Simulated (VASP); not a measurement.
# AlN (P6_3/mmc) in VASP: further runs, part 2 of 2

VASP 6.6.1. The steps go on from the part before.

### 3 Single point, PBEsol

This run uses another cell than the first one, of 9.89 Å³/atom, 1.030 times its volume.

INCAR

```
SYSTEM = AlN
ALGO = Normal
EDIFF = 1E-6
ENCUT = 520
GGA = PS
ISIF = 2
ISMEAR = 0
LASPH = .TRUE.
LCHARG = .TRUE.
LELF = .TRUE.
LREAL = .FALSE.
LVHAR = .TRUE.
LWAVE = .FALSE.
NBANDS = 16
NELM = 100
PREC = Accurate
SIGMA = 0.05
```

KPOINTS

```
k-points
0
G
  9 9 6
  0 0 0
```

POSCAR

```
AlN
1.0
    3.2420000000      0.0000000000      0.0000000000
   -1.6210000000      2.8076543591      0.0000000000
    0.0000000000      0.0000000000      4.3470000000
Al N
2 2
Direct
    0.3333333333      0.6666666667      0.7500000000
    0.6666666667      0.3333333333      0.2500000000
    0.3333333333      0.6666666667      0.2500000000
    0.6666666667      0.3333333333      0.7500000000
```

Potentials or basis: VASP PAW PBE potentials, release 64 (Al, N).

Run with:

```bash
$ cat potpaw_PBE.64/Al/POTCAR potpaw_PBE.64/N/POTCAR > POTCAR
$ mpirun -np 1 vasp_std > vasp.out
```

OUTCAR:

```text
SYSTEM = AlN
   EDIFF = 1E-6
   ENCUT = 520
   GGA = PS
   ISIF = 2
   ISMEAR = 0
   LASPH = .TRUE.
   LREAL = .FALSE.
   NELM = 100
   PREC = Accurate

 ion  position               nearest neighbor table
   1  0.333  0.667  0.750-   4 1.87   4 1.87   4 1.87   3 2.17   3 2.17   2 2.87   2 2.87   2 2.87
                             2 2.87   2 2.87   2 2.87
   2  0.667  0.333  0.250-   3 1.87   3 1.87   3 1.87   4 2.17   4 2.17   1 2.87   1 2.87   1 2.87
                             1 2.87   1 2.87   1 2.87
   3  0.333  0.667  0.250-   2 1.87   2 1.87   2 1.87   1 2.17   1 2.17
   4  0.667  0.333  0.750-   1 1.87   1 1.87   1 1.87   2 2.17   2 2.17

  LATTYP: Found a hexagonal cell.
 ALAT       =     3.2420000000
 C/A-ratio  =     1.3408389883

  Lattice vectors:

 A1 = (   3.2420000000,   0.0000000000,   0.0000000000)
 A2 = (  -1.6210000000,   2.8076543591,   0.0000000000)
 A3 = (   0.0000000000,   0.0000000000,   4.3470000000)

Analysis of symmetry for initial positions (statically):
=====================================================================
 Subroutine PRICEL returns:
 Original cell was already a primitive cell.

 Routine SETGRP: Setting up the symmetry group for a
 hexagonal supercell.

 Subroutine GETGRP returns: Found 24 space group operations
 (whereof 12 operations were pure point group operations)
 out of a pool of 24 trial point group operations.

The static configuration has the point symmetry D_3d.
 The point group associated with its full space group is D_6h.

Analysis of symmetry for dynamics (positions and initial velocities):
=====================================================================
 Subroutine PRICEL returns:
 Original cell was already a primitive cell.

 Routine SETGRP: Setting up the symmetry group for a
 hexagonal supercell.
[... 127 lines left out ...]
   IALGO  =     38    algorithm
   IMIX   =      4    mixing-type and parameters
     AMIX     =   0.40;   BMIX     =  1.00
     AMIX_MAG =   1.60;   BMIX_MAG =  1.00
  volume/ion in A,a.u.               =       9.89        66.75
  Fermi-wavevector in a.u.,A,eV,Ry     =   1.210596  2.287696 19.939933  1.465544
  Thomas-Fermi vector in A             =   2.346138
   LORBIT       =      0    0 simple, 1 ext, 2 COOP (PROOUT), +10 PAW based schemes
   GGA     = PS    functional components
   LHFCALC =     F    Hartree Fock is set to
   AEXX    =    0.0000 exact exchange contribution
   IVDW    =     0    specifies the selected vdW correction
   LEPSILON=     F    determine dielectric tensor
   LRPA    =     F    only Hartree local field effects (RPA)
 non-spin polarized calculation
 Gauss-broadening in eV      SIGMA  =   0.05
  energy-cutoff  :      520.00
  volume of cell :       39.57
 maximum number of plane-waves:      1086
   NGX = 13   NGY = 13   NGZ = 17

 number of electron      16.0000004 magnetization

 Free energy of the ion-electron system (eV)
  ---------------------------------------------------
  ext. energy  EPLUGINS =         0.00000000
  ---------------------------------------------------
  free energy    TOTEN  =       -30.87872451 eV

  energy without entropy =      -30.87872451  energy(sigma->0) =      -30.87872451

 E-fermi :   8.4081     XC(G=0): -11.3802

 val. band max:        8.1104893821   @ k =   0.0000   0.0000   0.0000
 cond. band min:      11.2048954768   @ k =   0.0000   0.0000   0.0000
 fundamental gap:      3.0944060947
 Fermi energy:         8.4080903615

 k-point     1 :       0.0000    0.0000    0.0000
  band No.  band energies     occupation
      1      -8.8614      2.00000
      2      -5.4943      2.00000
      3       0.8725      2.00000
      4       4.8041      2.00000
      5       4.8041      2.00000
      6       6.1860      2.00000
[... 433 lines left out ...]
      3       1.3505      2.00000
      4       2.3124      2.00000
      5       2.3124      2.00000
      6       4.4817      2.00000
[... 8 lines left out ...]
     15      18.9977      0.00000
     16      20.9170      0.00000

 [... further k-points ...]

------------------------ aborting loop because EDIFF is reached ----------------------------------------

  FORCE on cell =-STRESS in cart. coord.  units (eV):
  Direction    XX          YY          ZZ          XY          YZ          ZX
  --------------------------------------------------------------------------------------
  -------------------------------------------------------------------------------------
  Total        1.0895272      1.0895272     -1.8204720      0.0000000      0.0000000      0.0000000
  in kB       44.1166343     44.1166343    -73.7137156      0.0000000      0.0000000      0.0000000
  external PRESSURE =       4.8398510 kB  Pullay stress =       0.0000000 kB

 VOLUME and BASIS-vectors are now :
 -----------------------------------------------------------------------------
  energy-cutoff  :      520.00
  volume of cell :       39.57
      direct lattice vectors                 reciprocal lattice vectors
     3.242000000  0.000000000  0.000000000     0.308451573  0.178084599  0.000000000
    -1.621000000  2.807654359  0.000000000     0.000000000  0.356169198  0.000000000
     0.000000000  0.000000000  4.347000000     0.000000000  0.000000000  0.230043708

 POSITION                                       TOTAL-FORCE (eV/Angst)
 -----------------------------------------------------------------------------------
     -0.00000      1.87177      3.26025         0.000000     -0.000000      0.000000
      1.62100      0.93588      1.08675        -0.000000     -0.000000      0.000000
     -0.00000      1.87177      1.08675         0.000000     -0.000000      0.000000
      1.62100      0.93588      3.26025         0.000000      0.000000      0.000000
 -----------------------------------------------------------------------------------
    total drift:                                0.000000     -0.000000      0.000000

  FREE ENERGIE OF THE ION-ELECTRON SYSTEM (eV)
  ---------------------------------------------------
  free  energy   TOTEN  =       -30.8787245066 eV

  energy  without entropy=      -30.8787245066  energy(sigma->0) =      -30.87872451
```

OSZICAR:

```text
N       E                     dE             d eps       ncg     rms          rms(c)
DAV:   1     0.404073196748E+02    0.40407E+02   -0.74256E+03  1536   0.906E+02
DAV:   2    -0.318035295249E+02   -0.72211E+02   -0.66245E+02  2192   0.189E+02
DAV:   3    -0.351428692045E+02   -0.33393E+01   -0.33292E+01  1808   0.422E+01
DAV:   4    -0.351619477139E+02   -0.19079E-01   -0.19077E-01  1904   0.356E+00
DAV:   5    -0.351621978746E+02   -0.25016E-03   -0.25016E-03  1840   0.410E-01    0.115E+01
DAV:   6    -0.309444410515E+02    0.42178E+01   -0.83237E+00  1944   0.216E+01    0.400E+00
DAV:   7    -0.309178905622E+02    0.26550E-01   -0.64279E-01  1680   0.557E+00    0.283E+00
DAV:   8    -0.308853620682E+02    0.32528E-01   -0.86088E-02  1688   0.245E+00    0.810E-01
DAV:   9    -0.308784552168E+02    0.69069E-02   -0.16079E-02  1960   0.997E-01    0.269E-01
DAV:  10    -0.308788164435E+02   -0.36123E-03   -0.18328E-03  1744   0.292E-01    0.178E-01
DAV:  11    -0.308787259059E+02    0.90538E-04   -0.12941E-04  1744   0.874E-02    0.392E-02
DAV:  12    -0.308787248615E+02    0.10443E-05   -0.59783E-06  1856   0.202E-02    0.701E-03
DAV:  13    -0.308787245066E+02    0.35496E-06   -0.22858E-06  1744   0.115E-02
   1 F= -.30878725E+02 E0= -.30878725E+02  d E =-.238896E-19
```

Wall time 8.6 s (1 thread of Intel Xeon 6975P-C (Granite Rapids), shared host); peak memory 0.15 GiB.

What came out:

- Free energy: -30.8787 eV
- Pressure: 0.5 GPa
- Band gap on the k mesh: 3.09 eV, direct

Stress tensor (GPa, compression positive):
```
 4.41  0.00  0.00
 0.00  4.41  0.00
 0.00  0.00 -7.37
```

Caveat: the PAW data sets were made with another functional, which shifts forces and pressure a little. PBEsol gaps usually lie below the measured ones, often by a third to a half.

### 4 Single point, PBEsol

This run uses another cell than the first one, of 9.85 Å³/atom, 1.025 times its volume.

INCAR

```
  PREC = Accurate
  ENCUT = 520
  EDIFF = 1E-6
  ISMEAR = 0
  SIGMA = 0.05
  LREAL = False
  LASPH = True
  NELM = 80
  ALGO = Normal
  ISIF = 2
  LWAVE = False
  LCHARG = False
  GGA = PS
  NBANDS = 16
```

KPOINTS

```
regular mesh
0
Gamma
  9 9 6
```

POSCAR

```
AlN
1.0
    3.4005000000      0.0000000000      0.0000000000
   -1.7002500000      2.9449193856      0.0000000000
    0.0000000000      0.0000000000      3.9330000000
Al N
2 2
Direct
    0.3333333333      0.6666666667      0.7500000000
    0.6666666667      0.3333333333      0.2500000000
    0.3333333333      0.6666666667      0.2500000000
    0.6666666667      0.3333333333      0.7500000000
```

Run with:

```bash
$ cat potpaw_PBE.64/Al/POTCAR potpaw_PBE.64/N/POTCAR > POTCAR
$ mpirun -np 1 vasp_std > vasp.out
```

Wall time 12 s (1 thread of Intel Xeon 6975P-C (Granite Rapids), shared host); peak memory 0.17 GiB.

Results (log left out):

- Free energy: -30.8272 eV
- Pressure: -1.0 GPa
- Band gap on the k mesh: 3.51 eV, direct

Stress tensor (GPa, compression positive):
```
-7.07  0.00  0.00
 0.00 -7.07  0.00
 0.00  0.00 11.13
```

Levels at points of the mesh, in eV from the valence-band top:
```tsv
k point	band 5	band 6	band 7	band 8	band 9	band 10	band 11	band 12
(0.00, 0.00, 0.00)	-3.20	-1.06	-1.06	0.00	3.51	4.60	8.18	8.18
(0.00, 0.00, 0.50)	-2.17	-2.17	-2.17	-2.17	5.97	5.97	8.19	8.19
```

Caveat: the PAW data sets were made with another functional, which shifts forces and pressure a little. PBEsol gaps usually lie below the measured ones, often by a third to a half.

### 5 Single point, PBEsol

This run uses another cell than the first one, of 9.99 Å³/atom, 1.040 times its volume.

INCAR

```
PREC = Accurate ; ENCUT = 520
EDIFF = 1E-7 ; ISMEAR = 0
SIGMA = 0.05 ; LREAL = F
LASPH = T ; NELM = 80
ALGO = Normal ; ISIF = 2
LWAVE = F ; LCHARG = T
GGA = PS ; LELF = T
LVHAR = T ; NBANDS = 16
```

KPOINTS is that of step 4.

POSCAR

```
AlN
1.0
    3.3212000000      0.0000000000      0.0000000000
   -1.6606000000      2.8762435710      0.0000000000
    0.0000000000      0.0000000000      4.1814000000
Al N
2 2
Direct
    0.3333333333      0.6666666667      0.7500000000
    0.6666666667      0.3333333333      0.2500000000
    0.3333333333      0.6666666667      0.2500000000
    0.6666666667      0.3333333333      0.7500000000
```

Run with:

```bash
$ cat potpaw_PBE.64/Al/POTCAR potpaw_PBE.64/N/POTCAR > POTCAR
$ mpirun -np 1 vasp_std > vasp.out
```

Wall time 13 s (1 thread of Intel Xeon 6975P-C (Granite Rapids), shared host); peak memory 0.17 GiB.

The run converged. Its results:

```yaml
Free_energy: -30.9341 eV
Pressure: -4.4 GPa
Band_gap_on_the_k_mesh: 3.17 eV, direct
```

Levels at points of the mesh, in eV from the valence-band top:
| k point | band 6 | band 7 | band 8 | band 9 | band 10 | band 11 |
| --- | --- | --- | --- | --- | --- | --- |
| (0.00, 0.00, 0.00) | -1.58 | -1.58 | 0.00 | 3.17 | 4.31 | 8.11 |
| (0.00, 0.00, 0.50) | -2.47 | -2.47 | -2.47 | 5.56 | 5.56 | 8.29 |

Caveat: the PAW data sets were made with another functional, which shifts forces and pressure a little.

### 6 Summary

```csv
cell,gap on the mesh (eV),pressure (GPa)
"a = 3.341, b = 3.341, c = 3.974 Å, angles 90.0, 90.0, 120.0°, 4 atoms",3.59,3.6
"a = 3.242, b = 3.242, c = 4.347 Å, angles 90.0, 90.0, 120.0°, 4 atoms",3.09,0.5
"a = 3.401, b = 3.401, c = 3.933 Å, angles 90.0, 90.0, 120.0°, 4 atoms",3.51,-1.0
"a = 3.321, b = 3.321, c = 4.181 Å, angles 90.0, 90.0, 120.0°, 4 atoms",3.17,-4.4
```

Alike in all rows: task single point; level PBEsol; potentials or basis VASP PAW PBE potentials, release 64 (Al, N); no spin polarisation; k mesh 9 × 9 × 6; cutoff (eV) 520; smearing gaussian 0.05 eV.

Caveats: the PAW data sets were made with another functional, which shifts forces and pressure a little.

Absolute energies hang on the potentials; compare differences alone.
